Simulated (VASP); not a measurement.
# Ga (Pm-3m) in VASP: single point with r2SCAN

Aim: the single point of Ga with r2SCAN.

Program: VASP 6.6.1. These are calculated values, not measurements. Logs are shortened: lines on timing, memory, paths and dates and some standing lists are left out, and cuts for length are marked.

### Step 1. The cell of the first run

Symmetry: Pm-3m, No. 221, cubic system. Conventional cell: a = 2.718 Å, b = 2.718 Å, c = 2.718 Å, α = 90.00°, β = 90.00°, γ = 90.00°. Within 3.6 Å of Ga (site symmetry m-3m) lie 6 Ga at 2.72 Å.

This isn't the form of Ga at room conditions, which is orthorhombic.

### Step 2. Single point, r2SCAN

File POSCAR:

```
Ga
1.0
    2.7179413345      0.0000000000      0.0000000000
    0.0000000000      2.7179413345      0.0000000000
    0.0000000000      0.0000000000      2.7179413345
Ga
1
Direct
    0.0000000000      0.0000000000      0.0000000000
```

File INCAR.step1:

```
PREC     = Accurate       # precision mode
ENCUT    = 520            # plane-wave cutoff, eV
ISMEAR   = 0              # smearing method
SIGMA    = 0.1            # smearing width, eV
LREAL    = F              # projectors in reciprocal space
LASPH    = T              # aspherical terms in the spheres
NELM     = 100            # most SCF steps
NBANDS   = 12             # bands
GGA      = PE             # functional
ALGO     = Normal         # electronic algorithm
EDIFF    = 1E-4           # SCF threshold, eV
LWAVE    = T              # write WAVECAR
LCHARG   = F              # write CHGCAR
```

File INCAR.step2:

```
PREC     = Accurate       # precision mode
ENCUT    = 520            # plane-wave cutoff, eV
EDIFF    = 1E-6           # SCF threshold, eV
ISMEAR   = 0              # smearing method
SIGMA    = 0.1            # smearing width, eV
LREAL    = F              # projectors in reciprocal space
LASPH    = T              # aspherical terms in the spheres
NELM     = 100            # most SCF steps
ALGO     = Normal         # electronic algorithm
ISIF     = 2              # what is computed and relaxed
LWAVE    = F              # write WAVECAR
LCHARG   = F              # write CHGCAR
METAGGA  = R2SCAN         # meta-GGA
LMIXTAU  = T            
NBANDS   = 12             # bands
ISTART   = 1
```

File KPOINTS:

```
regular mesh
0
Gamma
  6 6 6
```

Potentials or basis: VASP PAW PBE potentials, release 64 (Ga_d).

On the command line:

```console
> cat potpaw_PBE.64/Ga_d/POTCAR > POTCAR
> cp INCAR.step1 INCAR
> mpirun -np 1 vasp_std > vasp.out
> cp INCAR.step2 INCAR
> mpirun -np 1 vasp_std > vasp.out
```

OUTCAR:

```text
PREC = Accurate
   ENCUT = 520
   EDIFF = 1E-6
   ISMEAR = 0
   LREAL = F
   LASPH = T
   NELM = 100
   ISIF = 2
   METAGGA = R2SCAN
   ISTART = 1

 ion  position               nearest neighbor table
   1  0.000  0.000  0.000-

  LATTYP: Found a simple cubic cell.
 ALAT       =     2.7179413345

  Lattice vectors:

 A1 = (   2.7179413345,   0.0000000000,   0.0000000000)
 A2 = (   0.0000000000,   2.7179413345,   0.0000000000)
 A3 = (   0.0000000000,   0.0000000000,   2.7179413345)

Analysis of symmetry for initial positions (statically):
=====================================================================
 Subroutine PRICEL returns:
 Original cell was already a primitive cell.

 Routine SETGRP: Setting up the symmetry group for a
 simple cubic supercell.

 Subroutine GETGRP returns: Found 48 space group operations
 (whereof 48 operations were pure point group operations)
 out of a pool of 48 trial point group operations.

The static configuration has the point symmetry O_h .

Analysis of symmetry for dynamics (positions and initial velocities):
=====================================================================
 Subroutine PRICEL returns:
 Original cell was already a primitive cell.

 Routine SETGRP: Setting up the symmetry group for a
 simple cubic supercell.

 Subroutine GETGRP returns: Found 48 space group operations
 (whereof 48 operations were pure point group operations)
 out of a pool of 48 trial point group operations.

The dynamic configuration has the point symmetry O_h .

 Subroutine INISYM returns: Found 48 space group operations
 (whereof 48 operations are pure point group operations),
 and found     1 'primitive' translations

----------------------------------------------------------------------------------------

                                     Primitive cell

  volume of cell :      20.0780

  direct lattice vectors                    reciprocal lattice vectors
     2.717941334  0.000000000  0.000000000     0.367925528  0.000000000  0.000000000
     0.000000000  2.717941334  0.000000000     0.000000000  0.367925528  0.000000000
     0.000000000  0.000000000  2.717941334     0.000000000  0.000000000  0.367925528

  length of vectors
     2.717941334  2.717941334  2.717941334     0.367925528  0.367925528  0.367925528

  position of ions in fractional coordinates (direct lattice)
     0.000000000  0.000000000  0.000000000

  ion indices of the primitive-cell ions
   primitive index   ion index
                 1           1

----------------------------------------------------------------------------------------

 KPOINTS: regular mesh

Automatic generation of k-mesh.
 Grid dimensions read from file:
 generate k-points for:    6    6    6

 Generating k-lattice:

  Cartesian coordinates                     Fractional coordinates (reciprocal lattice)
     0.061320921  0.000000000  0.000000000     0.166666667  0.000000000  0.000000000
     0.000000000  0.061320921  0.000000000     0.000000000  0.166666667  0.000000000
     0.000000000  0.000000000  0.061320921     0.000000000  0.000000000  0.166666667

  Length of vectors
     0.061320921  0.061320921  0.061320921

  Shift w.r.t. Gamma in fractional coordinates (k-lattice)
     0.000000000  0.000000000  0.000000000

 Subroutine IBZKPT returns following result:
 ===========================================

 Found     20 irreducible k-points:

 Following reciprocal coordinates:
            Coordinates               Weight
  0.000000  0.000000  0.000000      1.000000
  0.166667  0.000000  0.000000      6.000000
  0.333333  0.000000  0.000000      6.000000
  0.500000  0.000000  0.000000      3.000000
  0.166667  0.166667  0.000000     12.000000
  0.333333  0.166667  0.000000     24.000000
[... 12 lines left out ...]
  0.500000  0.500000  0.333333      6.000000
  0.500000  0.500000  0.500000      1.000000
   k-points           NKPTS =     20   k-points in BZ     NKDIM =     20   number of bands    NBANDS=     12
   number of dos      NEDOS =    301   number of ions     NIONS =      1
   total plane-waves  NPLWV =   8000
   dimension x,y,z NGX =    20 NGY =   20 NGZ =   20
   dimension x,y,z NGXF=    40 NGYF=   40 NGZF=   40
   ions per type =               1
   NGX,Y,Z   is equivalent  to a cutoff of  12.23, 12.23, 12.23 a.u.
   NGXF,Y,Z  is equivalent  to a cutoff of  24.47, 24.47, 24.47 a.u.
 SYSTEM =  unknown system
   PREC   = accura    normal or accurate (medium, high low for compatibility)
   ISTART =      1    job   : 0-new  1-cont  2-samecut
   ICHARG =      0    charge: 1-file 2-atom 10-const
   ISPIN  =      1    spin polarized calculation?
   LNONCOLLINEAR =      F non collinear calculations
   LSORBIT =      F    spin-orbit coupling
   LASPH  =      T    aspherical Exc in radial PAW
   ENCUT  =  520.0 eV  38.22 Ry    6.18 a.u.   5.05  5.05  5.05*2*pi/ulx,y,z
   NELM   =    100;   NELMIN=  2; NELMDL=  0     # of ELM steps
   EDIFF  = 0.1E-05   stopping-criterion for ELM
   LREAL  =      F    real-space projection
   EDIFFG = 0.1E-04   stopping-criterion for IOM
   NSW    =      0    number of steps for IOM
   IBRION =     -1    ionic relax: 0-MD 1-quasi-New 2-CG
   NFREE  =      0    steps in history (QN), initial steepest desc. (CG)
   ISIF   =      2    stress and relaxation
   ISYM   =      2    0-nonsym 1-usesym 2-fastsym
   POTIM  = 0.5000    time-step for ionic-motion
   TEBEG  =    0.0;   TEEND  =   0.0 temperature during run
   PSTRESS=    0.0 pullay stress
   NELECT =      13.0000    total number of electrons
   NUPDOWN=      -1.0000    fix difference up-down
   EMIN   =  10.00;   EMAX   =-10.00  energy-range for DOS
   EFERMI =   0.00;   METHOD = LEGACY
   ISMEAR =     0;   SIGMA  =   0.10  broadening in eV -4-tet -1-fermi 0-gaus
   EFERMI_NEDOS =   21; number of points for ismear=-14 and -15
   IALGO  =     38    algorithm
   IMIX   =      4    mixing-type and parameters
     AMIX     =   0.40;   BMIX     =  1.00
     AMIX_MAG =   1.60;   BMIX_MAG =  1.00
  volume/ion in A,a.u.               =      20.08       135.49
  Fermi-wavevector in a.u.,A,eV,Ry     =   1.416280  2.676382 27.291243  2.005850
  Thomas-Fermi vector in A             =   2.537631
   LORBIT       =      0    0 simple, 1 ext, 2 COOP (PROOUT), +10 PAW based schemes
   METAGGA = R2SCAN    functional components
   LHFCALC =     F    Hartree Fock is set to
   AEXX    =    0.0000 exact exchange contribution
   IVDW    =     0    specifies the selected vdW correction
   LEPSILON=     F    determine dielectric tensor
   LRPA    =     F    only Hartree local field effects (RPA)
 non-spin polarized calculation
 Gauss-broadening in eV      SIGMA  =   0.10
  energy-cutoff  :      520.00
  volume of cell :       20.08
 maximum number of plane-waves:       554
   NGX = 11   NGY = 11   NGZ = 11

 number of electron      13.0000027 magnetization

 Free energy of the ion-electron system (eV)
  ---------------------------------------------------
  ext. energy  EPLUGINS =         0.00000000
  ---------------------------------------------------
  free energy    TOTEN  =       -11.21903248 eV

  energy without entropy =      -11.21600801  energy(sigma->0) =      -11.21752024

 E-fermi :   4.6641     XC(G=0): -11.6348

 val. band max:        4.4452900900   @ k =   0.5000   0.5000   0.1667
 cond. band min:       4.6956943485   @ k =   0.5000   0.3333   0.3333
 fundamental gap:      0.2504042585
 Fermi energy:         4.6640943555

 k-point     1 :       0.0000    0.0000    0.0000
  band No.  band energies     occupation
      1     -11.0066      2.00000
      2     -11.0066      2.00000
      3     -10.4681      2.00000
      4     -10.4681      2.00000
      5     -10.4681      2.00000
      6      -6.4506      2.00000
      7      14.0640      0.00000
      8      14.0640      0.00000
      9      14.0640      0.00000
     10      16.9691      0.00000
     11      16.9691      0.00000
     12      20.2945      0.00000

 k-point     2 :       0.1667    0.0000    0.0000
  band No.  band energies     occupation
      1     -10.9961      2.00000
      2     -10.9180      2.00000
      3     -10.5052      2.00000
      4     -10.5052      2.00000
      5     -10.4649      2.00000
      6      -5.8558      2.00000
      7       9.0680      0.00000
      8      14.6723      0.00000
      9      14.6723      0.00000
     10      17.4719      0.00000
     11      19.4524      0.00000
     12      24.2112      0.00000

 k-point     3 :       0.3333    0.0000    0.0000
  band No.  band energies     occupation
      1     -10.9751      2.00000
      2     -10.7530      2.00000
      3     -10.5787      2.00000
      4     -10.5787      2.00000
      5     -10.4587      2.00000
      6      -4.0618      2.00000
      7       3.7400      2.00000
      8      16.3124      0.00000
      9      16.3124      0.00000
     10      18.9649      0.00000
     11      20.9177      0.00000
     12      25.8131      0.00000
[... 226 lines left out ...]
 k-point    19 :       0.5000    0.5000    0.3333
  band No.  band energies     occupation
      1     -10.8344      2.00000
      2     -10.7665      2.00000
      3     -10.7665      2.00000
      4     -10.4439      2.00000
      5     -10.3223      2.00000
      6       5.1084      0.00000
      7       6.0192      0.00000
      8       6.0192      0.00000
      9      11.3787      0.00000
     10      12.3526      0.00000
     11      15.5989      0.00000
     12      15.5989      0.00000

 k-point    20 :       0.5000    0.5000    0.5000
  band No.  band energies     occupation
      1     -10.8217      2.00000
      2     -10.8217      2.00000
      3     -10.8217      2.00000
      4     -10.3201      2.00000
      5     -10.3201      2.00000
      6       7.2866      0.00000
      7       7.2866      0.00000
      8       7.2866      0.00000
      9       8.8926      0.00000
     10      13.2395      0.00000
     11      13.2395      0.00000
     12      13.2395      0.00000

------------------------ aborting loop because EDIFF is reached ----------------------------------------

  FORCE on cell =-STRESS in cart. coord.  units (eV):
  Direction    XX          YY          ZZ          XY          YZ          ZX
  --------------------------------------------------------------------------------------
  -------------------------------------------------------------------------------------
  Total       -0.2271871     -0.2271871     -0.2271871      0.0000000      0.0000000      0.0000000
  in kB      -18.1290098    -18.1290098    -18.1290098      0.0000000      0.0000000      0.0000000
  external PRESSURE =     -18.1290098 kB  Pullay stress =       0.0000000 kB

 VOLUME and BASIS-vectors are now :
 -----------------------------------------------------------------------------
  energy-cutoff  :      520.00
  volume of cell :       20.08
      direct lattice vectors                 reciprocal lattice vectors
     2.717941334  0.000000000  0.000000000     0.367925528  0.000000000  0.000000000
     0.000000000  2.717941334  0.000000000     0.000000000  0.367925528  0.000000000
     0.000000000  0.000000000  2.717941334     0.000000000  0.000000000  0.367925528

 POSITION                                       TOTAL-FORCE (eV/Angst)
 -----------------------------------------------------------------------------------
      0.00000      0.00000      0.00000         0.000000      0.000000      0.000000
 -----------------------------------------------------------------------------------
    total drift:                                0.000000      0.000000      0.000000

  FREE ENERGIE OF THE ION-ELECTRON SYSTEM (eV)
  ---------------------------------------------------
  free  energy   TOTEN  =       -11.2190324765 eV

  energy  without entropy=      -11.2160080123  energy(sigma->0) =      -11.21752024
```

Wall time 9.2 s (1 thread of Intel Xeon 6975P-C (Granite Rapids), shared host); peak memory 0.12 GiB.

Results:

| Property | Result |
| --- | --- |
| Free energy | -11.2190 eV |
| Pressure | -1.8 GPa |
| Band gap on the k mesh | zero (an odd number of electrons rules out a gap without spin polarisation) |

Caveat: the k points lie up to 0.39 Å⁻¹ apart, too coarse for converged energies and pressures of a metal; the PAW data sets were made with another functional, which shifts forces and pressure a little.
